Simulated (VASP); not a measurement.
# C in VASP: settings compared, part 2 of 2

VASP 6.6.1.

### 4 Relaxation of cell and atoms, PBEsol

INCAR reads:

```
SYSTEM = C
  PREC = Accurate
  ENCUT = 600
  EDIFF = 1E-6
  ISMEAR = 1
  SIGMA = 0.15
  LREAL = .False.
  LASPH = .True.
  NELM = 80
  ALGO = Normal
  ISIF = 3
  LWAVE = .False.
  LCHARG = .False.
  GGA = PS
  IBRION = 2
  NSW = 80
  EDIFFG = -0.05
```

KPOINTS reads:

```
Automatic mesh
0
Gamma
  12 12 1
  0 0 0
```

POSCAR reads:

```
C
1.0
    2.4562300000      0.0000000000      0.0000000000
   -1.2281150000      2.1271575775      0.0000000000
    0.0000000000      0.0000000000     24.1339600000
C
4
Direct
    0.0000000000      0.0000000000      0.5704700000
    0.0000000000      0.0000000000      0.4295300000
    0.3333333333      0.6666666667      0.4295200000
    0.6666666667      0.3333333333      0.5704800000
```

Potentials or basis: VASP PAW PBE potentials, release 64 (C).

The run is started by

```sh
> cat potpaw_PBE.64/C/POTCAR > POTCAR
> mpirun -np 1 vasp_std > vasp.out
```

OUTCAR:

```text
SYSTEM = C
   PREC = Accurate
   ENCUT = 600
   EDIFF = 1E-6
   ISMEAR = 1
   LREAL = .False.
   LASPH = .True.
   NELM = 80
   ISIF = 3
   GGA = PS
   IBRION = 2
   NSW = 80
   EDIFFG = -0.05

 ion  position               nearest neighbor table
   1  0.000  0.000  0.570-   4 1.42   4 1.42   4 1.42
   2  0.000  0.000  0.430-   3 1.42   3 1.42   3 1.42
   3  0.333  0.667  0.430-   2 1.42   2 1.42   2 1.42
   4  0.667  0.333  0.570-   1 1.42   1 1.42   1 1.42

  LATTYP: Found a hexagonal cell.
 ALAT       =     2.4562300000
 C/A-ratio  =     9.8256107938

  Lattice vectors:

 A1 = (   2.4562300000,   0.0000000000,   0.0000000000)
 A2 = (  -1.2281150000,   2.1271575775,   0.0000000000)
[... 183 lines left out ...]
  -------------------------------------------------------------------------------------
  Total        0.4199482      0.4199482      0.0144444      0.0000000      0.0000000      0.0000000
  in kB        5.3359160      5.3359160      0.1835322      0.0000000      0.0000000      0.0000000
  external PRESSURE =       3.6184547 kB  Pullay stress =       0.0000000 kB
[... 63 lines left out ...]
--------------------------------------- Ionic step        3  -------------------------------------------

 number of electron      16.0000000 magnetization

 Free energy of the ion-electron system (eV)
  ---------------------------------------------------
  ext. energy  EPLUGINS =         0.00000000
  ---------------------------------------------------
  free energy    TOTEN  =       -38.57326060 eV

  energy without entropy =      -38.57219264  energy(sigma->0) =      -38.57290461

 E-fermi :  -1.8391     XC(G=0):  -3.3044

 val. band max:       -2.1473788194   @ k =   0.3333   0.3333   0.0000
 cond. band min:      -1.8389339792   @ k =   0.3333   0.3333   0.0000
 fundamental gap:      0.3084448401
 Fermi energy:        -1.8391439444

 k-point     1 :       0.0000    0.0000    0.0000
  band No.  band energies     occupation
      1     -21.4348      2.00000
      2     -21.2963      2.00000
      3      -9.9843      2.00000
      4      -9.0529      2.00000
      5      -4.8285      2.00000
      6      -4.8285      2.00000
      7      -4.8204      2.00000
      8      -4.8204      2.00000
      9       1.6251      0.00000
     10       2.0222      0.00000
     11       2.6362      0.00000
     12       3.2919      0.00000
[... 299 lines left out ...]
  FREE ENERGIE OF THE ION-ELECTRON SYSTEM (eV)
  ---------------------------------------------------
  free  energy   TOTEN  =       -38.5732605982 eV

  energy  without entropy=      -38.5721926414  energy(sigma->0) =      -38.57290461

 reached required accuracy - stopping structural energy minimisation
```

Wall time 76 s (1 thread of Intel Xeon Platinum 8488C (Sapphire Rapids), shared host); peak memory 0.26 GiB.

Results:

```yaml
Free_energy: -38.5733 eV
Relaxed_cell: a = 2.460 Å, b = 2.460 Å, c = 24.135 Å, α = 90.00°, β = 90.00°, γ = 120.00°
Space_group_after_relaxing_to_0.1_Å: P-3m1 (No. 164)
Energy_gained_by_relaxing: 0.2 meV/atom
Ionic_steps: 3
Largest_force_after_relaxing: 0.017 eV/Å
Band_gap_on_the_k_mesh: zero (filled and empty bands touch)
```

Forces on the atoms (eV/Å):
```
C    0.000  0.000  0.008
C    0.000  0.000 -0.008
C    0.000  0.000 -0.017
C    0.000  0.000  0.017
```

Step by step:
| step | energy change (eV) | largest force (eV/Å) | pressure (GPa) | volume (Å³) |
| --- | --- | --- | --- | --- |
| 1 | 0.0000 | 0.0205 | 0.36 | 126.09 |
| 2 | 0.0028 | 0.0175 | -0.80 | 127.40 |
| 3 | -0.0006 | 0.0166 | 0.01 | 126.49 |

Final structure:
```cif
data_structure
_symmetry_space_group_name_H-M 'P 1'
_symmetry_Int_Tables_number 1
_cell_length_a 2.4600
_cell_length_b 2.4600
_cell_length_c 24.1352
_cell_angle_alpha 90.000
_cell_angle_beta 90.000
_cell_angle_gamma 120.000
_cell_volume 126.49
loop_
_atom_site_label
_atom_site_type_symbol
_atom_site_fract_x
_atom_site_fract_y
_atom_site_fract_z
_atom_site_occupancy
C1 C 0.00000 0.00000 0.57047 1
C2 C 0.00000 0.00000 0.42953 1
C3 C 0.33333 0.66667 0.42951 1
C4 C 0.66667 0.33333 0.57049 1
```

Caveat: there is no dipole correction, which matters where the two faces differ; the PAW data sets were made with another functional, which shifts forces and pressure a little.

### 5 Relaxation of cell and atoms, r2SCAN

POSCAR is that of step 4.

INCAR.step1 reads:

```
SYSTEM = C
PREC = Accurate ; ENCUT = 600
ISMEAR = 1 ; SIGMA = 0.15
LREAL = .False. ; LASPH = .True.
NELM = 80 ; GGA = PE
ALGO = Normal ; EDIFF = 1E-4
LWAVE = .True. ; LCHARG = .False.
```

INCAR.step2 reads:

```
SYSTEM = C
PREC = Accurate ; ENCUT = 600
EDIFF = 1E-7 ; ISMEAR = 1
SIGMA = 0.15 ; LREAL = .False.
LASPH = .True. ; NELM = 80
ALGO = Normal ; ISIF = 3
LWAVE = .False. ; LCHARG = .False.
METAGGA = R2SCAN ; LMIXTAU = .True.
IBRION = 2 ; NSW = 80
EDIFFG = -0.05 ; ISTART = 1
```

KPOINTS is that of step 4.

Potentials or basis: VASP PAW PBE potentials, release 64 (C).

The run is started by

```sh
> cat potpaw_PBE.64/C/POTCAR > POTCAR
> cp INCAR.step1 INCAR
> mpirun -np 1 vasp_std > vasp.out
> cp INCAR.step2 INCAR
> mpirun -np 1 vasp_std > vasp.out
```

OUTCAR:

```text
SYSTEM = C
   PREC = Accurate
   ENCUT = 600
   EDIFF = 1E-7
   ISMEAR = 1
   LREAL = .False.
   LASPH = .True.
   NELM = 80
   ISIF = 3
   METAGGA = R2SCAN
   IBRION = 2
   NSW = 80
   EDIFFG = -0.05
   ISTART = 1

 ion  position               nearest neighbor table
   1  0.000  0.000  0.570-   4 1.42   4 1.42   4 1.42
   2  0.000  0.000  0.430-   3 1.42   3 1.42   3 1.42
   3  0.333  0.667  0.430-   2 1.42   2 1.42   2 1.42
   4  0.667  0.333  0.570-   1 1.42   1 1.42   1 1.42

  LATTYP: Found a hexagonal cell.
 ALAT       =     2.4562300000
 C/A-ratio  =     9.8256107938

  Lattice vectors:

 A1 = (   2.4562300000,   0.0000000000,   0.0000000000)
 A2 = (  -1.2281150000,   2.1271575775,   0.0000000000)
 A3 = (   0.0000000000,   0.0000000000,  24.1339600000)

Analysis of symmetry for initial positions (statically):
=====================================================================
 Subroutine PRICEL returns:
 Original cell was already a primitive cell.

 Routine SETGRP: Setting up the symmetry group for a
 hexagonal supercell.

[... 182 lines left out ...]
      8      -5.0053      2.00000
      9       1.9689      0.00000
     10       2.3522      0.00000
     11       2.7125      0.00000
     12       3.4506      0.00000
[... 256 lines left out ...]
 k-point    19 :       0.3333    0.3333    0.0000
  band No.  band energies     occupation
      1     -15.3473      2.00000
      2     -15.3029      2.00000
      3     -15.3029      2.00000
      4     -15.2617      2.00000
      5     -12.9620      2.00000
      6     -12.9620      2.00000
      7      -2.1093      2.01215
      8      -1.7967      0.99674
      9      -1.7967      0.99674
     10      -1.4535     -0.00562
     11       9.2598      0.00000
     12       9.2598      0.00000

------------------------ aborting loop because EDIFF is reached ----------------------------------------

  FORCE on cell =-STRESS in cart. coord.  units (eV):
  Direction    XX          YY          ZZ          XY          YZ          ZX
  --------------------------------------------------------------------------------------
  -------------------------------------------------------------------------------------
  Total        0.0693203      0.0693203     -0.0131852      0.0000000      0.0000000     -0.0000000
  in kB        0.8807929      0.8807929     -0.1675326      0.0000000      0.0000000     -0.0000000
  external PRESSURE =       0.5313511 kB  Pullay stress =       0.0000000 kB

 VOLUME and BASIS-vectors are now :
 -----------------------------------------------------------------------------
  energy-cutoff  :      600.00
  volume of cell :      126.09
      direct lattice vectors                 reciprocal lattice vectors
     2.456230000  0.000000000  0.000000000     0.407127997  0.235055459  0.000000000
    -1.228115000  2.127157577  0.000000000     0.000000000  0.470110917  0.000000000
     0.000000000  0.000000000 24.133960000     0.000000000  0.000000000  0.041435388

 POSITION                                       TOTAL-FORCE (eV/Angst)
 -----------------------------------------------------------------------------------
      0.00000      0.00000     13.76770        -0.000000      0.000000      0.007618
      0.00000      0.00000     10.36626         0.000000      0.000000     -0.007618
     -0.00000      1.41811     10.36602         0.000000      0.000000     -0.016676
      1.22812      0.70905     13.76794        -0.000000      0.000000      0.016676
 -----------------------------------------------------------------------------------
    total drift:                               -0.000000      0.000000      0.000000

  FREE ENERGIE OF THE ION-ELECTRON SYSTEM (eV)
  ---------------------------------------------------
  free  energy   TOTEN  =       -39.7237340493 eV

  energy  without entropy=      -39.7226471073  energy(sigma->0) =      -39.72337174

 reached required accuracy - stopping structural energy minimisation
```

Run time: 4.5 min. Hardware: 1 thread of Intel Xeon Platinum 8488C (Sapphire Rapids), shared host; peak memory 0.28 GiB.

Results:

- Free energy: -39.7237 eV
- Largest force after relaxing: 0.017 eV/Å
- Band gap on the k mesh: zero (filled and empty bands touch)

Forces in eV/Å, atoms in the order of the input:
```
C    0.000  0.000  0.008
C    0.000  0.000 -0.008
C    0.000  0.000 -0.017
C    0.000  0.000  0.017
```

Final structure:
```
CELL_PARAMETERS angstrom
2.45623 0.00000 0.00000
-1.22812 2.12716 0.00000
0.00000 0.00000 24.13396
ATOMIC_POSITIONS crystal
C 0.00000 0.00000 0.57047
C 0.00000 0.00000 0.42953
C 0.33333 0.66667 0.42952
C 0.66667 0.33333 0.57048
```

Levels at points of the mesh, in eV from the Fermi level:
```csv
k point,band 6,band 7,band 8,band 9,band 10,band 11
"(0.00, 0.00, 0.00)",-3.22,-3.21,-3.21,3.77,4.15,4.51
"(0.50, 0.00, 0.00)",-6.81,-2.71,-2.37,1.66,2.02,7.68
```

Caveat: the relaxation stopped at its first step, so nothing moved; there is no dipole correction, which matters where the two faces differ; the PAW data sets were made with another functional, which shifts forces and pressure a little.

### 6 Overview

```csv
task,level,cell,cutoff (eV),gap on the mesh (eV),relaxed volume (Å³/atom),largest force (eV/Å)
single point,r2SCAN,"a = 2.456, b = 2.456, c = 24.169 Å, angles 90.0, 90.0, 120.0°, 4 atoms, atomic positions A",520,none,-,-
relaxation of cell and atoms,PBEsol+D3(BJ),"relaxed from a = 2.456, b = 2.456, c = 24.134 Å, angles 90.0, 90.0, 120.0°, 4 atoms, atomic positions B",600,none,31.60,0.02
relaxation of cell and atoms,PBEsol,"relaxed from a = 2.456, b = 2.456, c = 24.134 Å, angles 90.0, 90.0, 120.0°, 4 atoms, atomic positions B",600,none,31.62,0.02
relaxation of cell and atoms,r2SCAN,"relaxed from a = 2.456, b = 2.456, c = 24.134 Å, angles 90.0, 90.0, 120.0°, 4 atoms, atomic positions B",600,none,-,0.02
```

Alike in all rows: potentials or basis VASP PAW PBE potentials, release 64 (C); no spin polarisation; k mesh 12 × 12 × 1; smearing methfessel-paxton 0.15 eV.

Caveats: there is no dipole correction, which matters where the two faces differ; the PAW data sets were made with another functional, which shifts forces and pressure a little; the relaxation stopped at its first step, so nothing moved (at least some runs).

Absolute energies hang on the potentials; compare differences alone.

The gap in the log of VASP goes by the Fermi energy; the results here count the filled bands.